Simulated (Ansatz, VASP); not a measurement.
Two plane-wave programs on Ta

```
Ta
1.0
    -1.74633    1.74633    1.62059
     1.74633   -1.74633    1.62059
     1.74633    1.74633   -1.62059
Ta
1
Direct
  0.00000 0.00000 0.00000
```

Alike in both runs: task single point; functional PBEsol; k mesh 22 × 22 × 22; occupations gaussian, width 0.15 eV; no spin polarisation.

```csv
,VASP,Ansatz
version,VASP 6.6.1,Ansatz 0.2.0
potentials or method,"VASP PAW PBE potentials, release 64 (Ta_pv), cutoff 520 eV","scalar-relativistic, plane waves, PAW"
valence electrons in the cell,11,13
```

```csv
,VASP,Ansatz,Ansatz less VASP
gap on the k mesh at the Fermi level (eV),none,none,-
pressure (GPa),-18.4,-18.4,-0.01
"traceless stress, the component that is largest in VASP (GPa)",3.17,3.17,+0.003
```

VASP's potentials were made for PBE, not for PBEsol, and Ansatz warns of the same on its side. A gap of «none» marks a metal or a gap that the smearing closes. VASP's potentials hold 11 valence electrons a cell and Ansatz's 13, so a difference there can come from the potentials and not from the codes.

Neither program's run includes spin-orbit coupling.
